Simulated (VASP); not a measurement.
Wanted: the native input for a VASP 6.6.1 run.

```
Task                   : single point
Functional             : PBE
Potentials or basis    : VASP PAW PBE potentials, release 64 (In_d, Ga_d, N)
Cutoff                 : 600 eV
k mesh                 : 6 × 6 × 6
Occupations            : gaussian, width 0.1 eV
Spin                   : collinear spin, ferromagnetic start
Starting moments       : [0.0, 0.0, 0.0, 1.0, 1.0, 1.0] μB
Dipole correction      : no
Further INCAR settings : ALGO = Normal; EDIFF = 1e-06; NBANDS = 40
```

The structure of InGa2N3 lies in POSCAR:

```
InGa2N3
1.0
    5.6008418146     -0.0000000029      0.0000000000
   -2.8004209048      4.8504712955      0.0000000000
    0.0000000000      0.0000000000      2.7831143209
In Ga N
1 2 3
Direct
    0.0000000000      0.0000000000      0.5000000000
    0.6666666667      0.3333333333      0.5000000000
    0.3333333333      0.6666666667      0.5000000000
    0.0000000000      0.5000000000      0.0000000000
    0.5000000000      0.5000000000      0.0000000000
    0.5000000000      0.0000000000      0.0000000000
```

The cell was generated, and may not be a known phase.

One way to write it, as run:

INCAR

```
PREC = Accurate
ENCUT = 600
EDIFF = 1E-6
ISMEAR = 0
SIGMA = 0.1
LREAL = F
LASPH = T
NELM = 200
ALGO = Normal
ISIF = 2
LWAVE = F
LCHARG = F
ISPIN = 2
MAGMOM = 0 0 0 1 1 1
LORBIT = 11
GGA = PE
NBANDS = 40
GGA_COMPAT = F
```

KPOINTS

```
Automatic mesh
0
Gamma
  6 6 6
```

Potentials or basis: VASP PAW PBE potentials, release 64 (In_d, Ga_d, N).

The run is started by

```console
$ cat potpaw_PBE.64/In_d/POTCAR potpaw_PBE.64/Ga_d/POTCAR potpaw_PBE.64/N/POTCAR > POTCAR
$ mpirun -np 1 vasp_std > vasp.out
```

Results of the run:

```
Pressure                                              : 0.5 GPa
Net moment                                            : 1.48 μB per cell
Site moments                                          : In +0.04; Ga -0.02; N +0.36 μB
Valence electrons inside the program's atomic spheres : In 11.32; Ga 11.56; N 3.57
```

Caveat: the k points lie up to 0.38 Å⁻¹ apart; a moment this small can come from the mesh or the smearing.

It took 2.9 min on 1 thread of Oxide Virtual Turin-like Processor (shared host), peak memory 0.34 GiB.
